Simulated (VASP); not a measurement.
# Pd (P6_3/mmc) in VASP: further runs

Pd is run at these levels: PBEsol; tasks: single point, relaxation of cell and atoms.

Program: VASP 6.6.1. These are calculated values, not measurements. Logs are shortened: lines on timing, memory, paths and dates and some standing lists are left out, and cuts for length are marked.

## Step 1: The cell of the first run

Symmetry: P6_3/mmc, No. 194, hexagonal system. Conventional cell: a = 2.693 Å, b = 2.693 Å, c = 8.887 Å, α = 90.00°, β = 90.00°, γ = 120.00°. Pd (site symmetry -3m) has 12 Pd at 2.69 to 2.71 Å within 3.6 Å. Pd (site symmetry -6m2) has 12 Pd at 2.69 to 2.71 Å within 3.6 Å.

## Step 2: Single point, PBEsol

File INCAR:

```
SYSTEM = Pd
PREC = Accurate ; ENCUT = 520
EDIFF = 1E-7 ; ISMEAR = 0
SIGMA = 0.1 ; LREAL = .FALSE.
LASPH = .TRUE. ; NELM = 100
ALGO = Normal ; ISIF = 2
LWAVE = .FALSE. ; LCHARG = .TRUE.
GGA = PS ; LELF = .TRUE.
LVHAR = .TRUE. ; NBANDS = 28
```

File KPOINTS:

```
Automatic mesh
0
G
  18 18 6
  0 0 0
```

File POSCAR:

```
Pd
1.0
    2.6931121534      0.0000000000      0.0000000000
   -1.3465560767      2.3323035400      0.0000000000
    0.0000000000      0.0000000000      8.8870526957
Pd
4
Direct
    0.0000000000      0.0000000000      0.0000000000
    0.3333333333      0.6666666667      0.2500000000
    0.0000000000      0.0000000000      0.5000000000
    0.6666666667      0.3333333333      0.7500000000
```

Potentials or basis: VASP PAW PBE potentials, release 64 (Pd).

The run is started by

```console
> cat potpaw_PBE.64/Pd/POTCAR > POTCAR
> mpirun -np 1 vasp_std > vasp.out
```

OUTCAR:

```text
SYSTEM = Pd
   PREC = Accurate
   ENCUT = 520
   EDIFF = 1E-7
   ISMEAR = 0
   LREAL = .FALSE.
   LASPH = .TRUE.
   NELM = 100
   ISIF = 2
   GGA = PS

 ion  position               nearest neighbor table
   1  0.000  0.000  0.000-   2 2.71   4 2.71   2 2.71   4 2.71   4 2.71   2 2.71
   2  0.333  0.667  0.250-   1 2.71   3 2.71   1 2.71   3 2.71   1 2.71   3 2.71
   3  0.000  0.000  0.500-   2 2.71   4 2.71   2 2.71   4 2.71   4 2.71   2 2.71
   4  0.667  0.333  0.750-   1 2.71   3 2.71   1 2.71   3 2.71   1 2.71   3 2.71

  LATTYP: Found a hexagonal cell.
 ALAT       =     2.6931121534
 C/A-ratio  =     3.2999192716

  Lattice vectors:

 A1 = (   2.6931121534,   0.0000000000,   0.0000000000)
 A2 = (  -1.3465560767,   2.3323035400,   0.0000000000)
 A3 = (   0.0000000000,   0.0000000000,   8.8870526957)

Analysis of symmetry for initial positions (statically):
=====================================================================
 Subroutine PRICEL returns:
 Original cell was already a primitive cell.

 Routine SETGRP: Setting up the symmetry group for a
 hexagonal supercell.

 Subroutine GETGRP returns: Found 24 space group operations
 (whereof 12 operations were pure point group operations)
 out of a pool of 24 trial point group operations.

The static configuration has the point symmetry D_3d.
 The point group associated with its full space group is D_6h.

Analysis of symmetry for dynamics (positions and initial velocities):
=====================================================================
 Subroutine PRICEL returns:
 Original cell was already a primitive cell.

 Routine SETGRP: Setting up the symmetry group for a
 hexagonal supercell.

 Subroutine GETGRP returns: Found 24 space group operations
 (whereof 12 operations were pure point group operations)
 out of a pool of 24 trial point group operations.

The dynamic configuration has the point symmetry D_3d.
 The point group associated with its full space group is D_6h.

 Subroutine INISYM returns: Found 24 space group operations
 (whereof 12 operations are pure point group operations),
 and found     1 'primitive' translations

----------------------------------------------------------------------------------------

                                     Primitive cell

  volume of cell :      55.8210

  direct lattice vectors                    reciprocal lattice vectors
     2.693112153  0.000000000  0.000000000     0.371317622  0.214380329  0.000000000
    -1.346556077  2.332303540  0.000000000     0.000000000  0.428760658  0.000000000
     0.000000000  0.000000000  8.887052696     0.000000000  0.000000000  0.112523244

  length of vectors
     2.693112153  2.693112153  8.887052696     0.428760658  0.428760658  0.112523244

  position of ions in fractional coordinates (direct lattice)
     0.000000000  0.000000000  0.000000000
     0.333333333  0.666666667  0.250000000
     0.000000000  0.000000000  0.500000000
     0.666666667  0.333333333  0.750000000

  ion indices of the primitive-cell ions
   primitive index   ion index
                 1           1
                 2           2
                 3           3
                 4           4

----------------------------------------------------------------------------------------

 KPOINTS: Automatic mesh

Automatic generation of k-mesh.
 Grid dimensions read from file:
 generate k-points for:   18   18    6

 Generating k-lattice:

  Cartesian coordinates                     Fractional coordinates (reciprocal lattice)
     0.020628757  0.011910018  0.000000000     0.055555556  0.000000000  0.000000000
     0.000000000  0.023820037  0.000000000     0.000000000  0.055555556  0.000000000
     0.000000000  0.000000000  0.018753874     0.000000000  0.000000000  0.166666667

  Length of vectors
     0.023820037  0.023820037  0.018753874

  Shift w.r.t. Gamma in fractional coordinates (k-lattice)
     0.000000000  0.000000000  0.000000000

 Subroutine IBZKPT returns following result:
 ===========================================

 Found    148 irreducible k-points:

 Following reciprocal coordinates:
            Coordinates               Weight
  0.000000  0.000000  0.000000      1.000000
  0.055556  0.000000  0.000000      6.000000
  0.111111  0.000000  0.000000      6.000000
  0.166667  0.000000  0.000000      6.000000
  0.222222 -0.000000  0.000000      6.000000
  0.277778  0.000000  0.000000      6.000000
[... 16 lines left out ...]
  0.333333  0.111111  0.000000     12.000000
  0.388889  0.111111  0.000000     12.000000
 [... further k-points ...]
   k-points           NKPTS =    148   k-points in BZ     NKDIM =    148   number of bands    NBANDS=     28
   number of dos      NEDOS =    301   number of ions     NIONS =      4
   total plane-waves  NPLWV =  28000
   dimension x,y,z NGX =    20 NGY =   20 NGZ =   70
   dimension x,y,z NGXF=    40 NGYF=   40 NGZF=  140
   ions per type =               4
   NGX,Y,Z   is equivalent  to a cutoff of  12.35, 12.35, 13.09 a.u.
   NGXF,Y,Z  is equivalent  to a cutoff of  24.69, 24.69, 26.19 a.u.
 SYSTEM =  Pd
   PREC   = accura    normal or accurate (medium, high low for compatibility)
   ISTART =      0    job   : 0-new  1-cont  2-samecut
   ICHARG =      2    charge: 1-file 2-atom 10-const
   ISPIN  =      1    spin polarized calculation?
   LNONCOLLINEAR =      F non collinear calculations
   LSORBIT =      F    spin-orbit coupling
   LASPH  =      T    aspherical Exc in radial PAW
   ENCUT  =  520.0 eV  38.22 Ry    6.18 a.u.   5.01  5.01 16.52*2*pi/ulx,y,z
   NELM   =    100;   NELMIN=  2; NELMDL= -5     # of ELM steps
   EDIFF  = 0.1E-06   stopping-criterion for ELM
   LREAL  =      F    real-space projection
   EDIFFG = 0.1E-05   stopping-criterion for IOM
   NSW    =      0    number of steps for IOM
   IBRION =     -1    ionic relax: 0-MD 1-quasi-New 2-CG
   NFREE  =      0    steps in history (QN), initial steepest desc. (CG)
   ISIF   =      2    stress and relaxation
   ISYM   =      2    0-nonsym 1-usesym 2-fastsym
   POTIM  = 0.5000    time-step for ionic-motion
   TEBEG  =    0.0;   TEEND  =   0.0 temperature during run
   PSTRESS=    0.0 pullay stress
   NELECT =      40.0000    total number of electrons
   NUPDOWN=      -1.0000    fix difference up-down
   EMIN   =  10.00;   EMAX   =-10.00  energy-range for DOS
   EFERMI =   0.00;   METHOD = LEGACY
   ISMEAR =     0;   SIGMA  =   0.10  broadening in eV -4-tet -1-fermi 0-gaus
   EFERMI_NEDOS =   21; number of points for ismear=-14 and -15
   IALGO  =     38    algorithm
   IMIX   =      4    mixing-type and parameters
     AMIX     =   0.40;   BMIX     =  1.00
     AMIX_MAG =   1.60;   BMIX_MAG =  1.00
  volume/ion in A,a.u.               =      13.96        94.17
  Fermi-wavevector in a.u.,A,eV,Ry     =   1.464971  2.768394 29.200014  2.146140
  Thomas-Fermi vector in A             =   2.580884
   LORBIT       =      0    0 simple, 1 ext, 2 COOP (PROOUT), +10 PAW based schemes
   GGA     = PS    functional components
   LHFCALC =     F    Hartree Fock is set to
   AEXX    =    0.0000 exact exchange contribution
   IVDW    =     0    specifies the selected vdW correction
   LEPSILON=     F    determine dielectric tensor
   LRPA    =     F    only Hartree local field effects (RPA)
 non-spin polarized calculation
 Gauss-broadening in eV      SIGMA  =   0.10
  energy-cutoff  :      520.00
  volume of cell :       55.82
 maximum number of plane-waves:      1527
 NGX is ok and might be reduce to    20
   NGX =  9   NGY =  9   NGZ = 33

 number of electron      40.0000000 magnetization

 Free energy of the ion-electron system (eV)
  ---------------------------------------------------
  ext. energy  EPLUGINS =         0.00000000
  ---------------------------------------------------
  free energy    TOTEN  =       -23.73339399 eV

  energy without entropy =      -23.68850608  energy(sigma->0) =      -23.71095003

 E-fermi :  10.6111     XC(G=0): -13.7262

 val. band max:       10.6108689294   @ k =   0.3889  -0.0000   0.3333
 cond. band min:      10.6142252800   @ k =   0.5000   0.0000   0.0000
 fundamental gap:      0.0033563506
 Fermi energy:        10.6110881789

 k-point     1 :       0.0000    0.0000    0.0000
  band No.  band energies     occupation
      1       2.9061      2.00000
      2       4.6254      2.00000
      3       4.6347      2.00000
      4       4.7899      2.00000
      5       7.3758      2.00000
      6       7.4039      2.00000
[... 20 lines left out ...]
     27      25.4091      0.00000
     28      27.5110      0.00000

 k-point     2 :       0.0556    0.0000    0.0000
  band No.  band energies     occupation
      1       3.0123      2.00000
      2       4.7231      2.00000
      3       4.7332      2.00000
      4       4.8700      2.00000
      5       7.1936      2.00000
      6       7.3311      2.00000
[... 20 lines left out ...]
     27      25.4687      0.00000
     28      27.6228      0.00000

 k-point     3 :       0.1111    0.0000    0.0000
  band No.  band energies     occupation
      1       3.3211      2.00000
      2       4.9910      2.00000
      3       5.0070      2.00000
      4       5.0953      2.00000
      5       6.8759      2.00000
      6       7.0955      2.00000
[... 20 lines left out ...]
     27      25.6391      0.00000
     28      27.8715      0.00000

 k-point     4 :       0.1667    0.0000    0.0000
  band No.  band energies     occupation
      1       3.7984      2.00000
      2       5.2930      2.00000
      3       5.3621      2.00000
      4       5.4465      2.00000
      5       6.5607      2.00000
      6       6.8138      2.00000
[... 20 lines left out ...]
     27      25.8902      0.00000
     28      26.9400      0.00000

 k-point     5 :       0.2222   -0.0000    0.0000
  band No.  band energies     occupation
      1       4.3669      2.00000
      2       5.4260      2.00000
      3       5.5549      2.00000
      4       5.7575      2.00000
      5       6.3700      2.00000
      6       6.5557      2.00000
[... 20 lines left out ...]
     27      26.0917      0.00000
     28      26.1372      0.00000

 k-point     6 :       0.2778    0.0000    0.0000
  band No.  band energies     occupation
      1       4.8518      2.00000
      2       5.3565      2.00000
      3       5.4249      2.00000
      4       5.7604      2.00000
      5       6.2929      2.00000
      6       6.3059      2.00000
[... 463 lines left out ...]
      5       6.4015      2.00000
      6       6.4658      2.00000
[... 20 lines left out ...]
     27      24.8552      0.00000
     28      24.9772      0.00000

 k-point    22 :       0.2778    0.1111    0.0000
  band No.  band energies     occupation
      1       5.2306      2.00000
      2       5.3471      2.00000
      3       5.5110      2.00000
      4       5.9404      2.00000
      5       6.2342      2.00000
      6       6.2683      2.00000
[... 20 lines left out ...]
     27      23.0995      0.00000
     28      23.2730      0.00000

 k-point    23 :       0.3333    0.1111    0.0000
  band No.  band energies     occupation
      1       5.1126      2.00000
      2       5.1185      2.00000
      3       5.3328      2.00000
      4       5.9275      2.00000
      5       6.0893      2.00000
      6       6.3118      2.00000
[... 20 lines left out ...]
     27      21.5817      0.00000
     28      21.9030      0.00000

 k-point    24 :       0.3889    0.1111    0.0000
  band No.  band energies     occupation
      1       4.9581      2.00000
      2       5.0274      2.00000
      3       5.2098      2.00000
      4       5.8166      2.00000
      5       5.9804      2.00000
      6       6.3318      2.00000
[... 20 lines left out ...]
     27      21.2061      0.00000
     28      21.7802      0.00000

 [... further k-points ...]
[... 5 lines left out ...]
  --------------------------------------------------------------------------------------
  -------------------------------------------------------------------------------------
  Total        3.3488799      3.3488799      3.3282232      0.0000000      0.0000000      0.0000000
  in kB       96.1198061     96.1198061     95.5269163      0.0000000      0.0000000      0.0000000
  external PRESSURE =      95.9221762 kB  Pullay stress =       0.0000000 kB

 VOLUME and BASIS-vectors are now :
 -----------------------------------------------------------------------------
  energy-cutoff  :      520.00
  volume of cell :       55.82
      direct lattice vectors                 reciprocal lattice vectors
     2.693112153  0.000000000  0.000000000     0.371317622  0.214380329  0.000000000
    -1.346556077  2.332303540  0.000000000     0.000000000  0.428760658  0.000000000
     0.000000000  0.000000000  8.887052696     0.000000000  0.000000000  0.112523244

 POSITION                                       TOTAL-FORCE (eV/Angst)
 -----------------------------------------------------------------------------------
      0.00000      0.00000      0.00000         0.000000     -0.000000      0.000000
     -0.00000      1.55487      2.22176         0.000000      0.000000      0.000000
      0.00000      0.00000      4.44353         0.000000     -0.000000      0.000000
      1.34656      0.77743      6.66529        -0.000000     -0.000000     -0.000000
 -----------------------------------------------------------------------------------
    total drift:                                0.000000     -0.000000      0.000000

  FREE ENERGIE OF THE ION-ELECTRON SYSTEM (eV)
  ---------------------------------------------------
  free  energy   TOTEN  =       -23.7333939888 eV

  energy  without entropy=      -23.6885060769  energy(sigma->0) =      -23.71095003
```

Wall time 2.1 min (1 thread of Intel Xeon Platinum 8488C (Sapphire Rapids), shared host); peak memory 0.29 GiB.

Results:

```
Free energy            : -23.7334 eV
Pressure               : 9.6 GPa
Band gap on the k mesh : zero (band 20 reaches 10.84 eV, above the bottom of band 21 at 9.81 eV)
```

Caveat: the PAW data sets were made with another functional, which shifts forces and pressure a little.

## Step 3: Relaxation of cell and atoms, PBEsol, target pressure 10 GPa, at which the enthalpy is minimised

File INCAR:

```
SYSTEM = Pd
PREC = Accurate ; ENCUT = 600
EDIFF = 1E-7 ; ISMEAR = 0
SIGMA = 0.1 ; LREAL = .False.
LASPH = .True. ; NELM = 100
ALGO = Normal ; ISIF = 3
LWAVE = .False. ; LCHARG = .False.
GGA = PS ; IBRION = 2
NSW = 70 ; EDIFFG = -0.008
PSTRESS = 100.0
```

File KPOINTS:

```
regular mesh
0
Gamma
  18 18 6
  0 0 0
```

File POSCAR:

```
Pd
1.0
    2.6919790255      0.0000000000      0.0000000000
   -1.3459895128      2.3313222226      0.0000000000
    0.0000000000      0.0000000000      8.8857249329
Pd
4
Direct
    0.0000000000      0.0000000000      0.0000000000
    0.3333333333      0.6666666667      0.2500000000
    0.0000000000      0.0000000000      0.5000000000
    0.6666666667      0.3333333333      0.7500000000
```

Potentials or basis: VASP PAW PBE potentials, release 64 (Pd).

The run is started by

```console
> cat potpaw_PBE.64/Pd/POTCAR > POTCAR
> mpirun -np 1 vasp_std > vasp.out
```

Wall time 3.6 min (1 thread of Intel Xeon Platinum 8488C (Sapphire Rapids), shared host); peak memory 0.34 GiB.

The run converged. Its results:

- Free energy: -23.7288 eV
- Relaxed volume: 13.93 Å³/atom
- Relaxed cell: a = 2.691 Å, b = 2.691 Å, c = 8.882 Å, α = 90.00°, β = 90.00°, γ = 120.00°
- Space group after relaxing (to 0.05 Å): P6_3/mmc (No. 194)
- Energy change on relaxing (the enthalpy is what falls): +0.7 meV/atom
- Ionic steps: 3
- Pressure after relaxing: 10.0 GPa

Stress tensor (GPa, compression positive):
```
10.05  0.00  0.00
 0.00 10.05  0.00
 0.00  0.00  9.96
```

Step by step:
| step | energy change (eV) | largest force (eV/Å) | pressure (GPa) | volume (Å³) |
| --- | --- | --- | --- | --- |
| 1 | 0.0000 | 0.0000 | 9.82 | 55.77 |
| 2 | 0.0082 | 0.0000 | 10.41 | 55.64 |
| 3 | 0.0028 | 0.0000 | 10.02 | 55.72 |

Final structure:
```
CELL_PARAMETERS angstrom
2.69141 0.00000 0.00000
-1.34571 2.33083 0.00000
0.00000 0.00000 8.88234
ATOMIC_POSITIONS crystal
Pd 0.00000 0.00000 0.00000
Pd 0.33333 0.66667 0.25000
Pd 0.00000 0.00000 0.50000
Pd 0.66667 0.33333 0.75000
```

Levels at points of the mesh, in eV from the Fermi level:
| k point | band 17 | band 18 | band 19 | band 20 | band 21 | band 22 | band 23 | band 24 |
| --- | --- | --- | --- | --- | --- | --- | --- | --- |
| (0.00, 0.00, 0.00) | -1.67 | -1.17 | -1.17 | -0.77 | -0.77 | -0.14 | -0.14 | 0.68 |
| (0.50, 0.00, 0.00) | 0.09 | 0.20 | 0.22 | 0.23 | 1.27 | 2.27 | 3.85 | 4.33 |
| (0.00, 0.00, 0.50) | -1.43 | -1.43 | -1.20 | -1.20 | -0.41 | -0.41 | -0.41 | -0.41 |
| (0.50, 0.00, 0.50) | 0.03 | 0.03 | 0.20 | 0.20 | 2.48 | 2.48 | 3.92 | 3.92 |

Caveat: the cell is relaxed towards a set pressure, so the enthalpy falls and the energy may rise; the bands computed are all filled at some k points, so no gap is given; the PAW data sets were made with another functional, which shifts forces and pressure a little.
